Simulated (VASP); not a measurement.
Input of a VASP 6.6.1 run:

The input INCAR:

```
PREC = Accurate
ENCUT = 520
EDIFF = 1E-6
ISMEAR = -1
SIGMA = 0.08
LREAL = F
LASPH = T
NELM = 60
ALGO = Normal
ISIF = 2
LWAVE = F
LCHARG = T
GGA = PE
LELF = T
LVHAR = T
NBANDS = 13
```

Contents of KPOINTS:

```
Automatic mesh
0
Gamma
  15 15 13
```

Contents of POSCAR:

```
AlCo
1.0
    2.6037275395      0.0000000000      0.0000000000
   -1.3018637698      2.2548941938      0.0000000000
    0.0000000000      0.0000000000      3.6850986673
Co Al
1 1
Direct
    0.0000000000      0.0000000000      0.0000000000
    0.3333333333      0.6666666667      0.5000000000
```

Potentials or basis: VASP PAW PBE potentials, release 64 (Co, Al).

Command:

```sh
$ cat potpaw_PBE.64/Co/POTCAR potpaw_PBE.64/Al/POTCAR > POTCAR
$ mpirun -np 1 vasp_std > vasp.out
```

(1) Predict the band gap on the k mesh.

(2) Predict the pressure.

## Answers

(1) zero (band 6 reaches 12.34 eV, above the bottom of band 7 at 10.46 eV).

(2) 24.8 GPa.
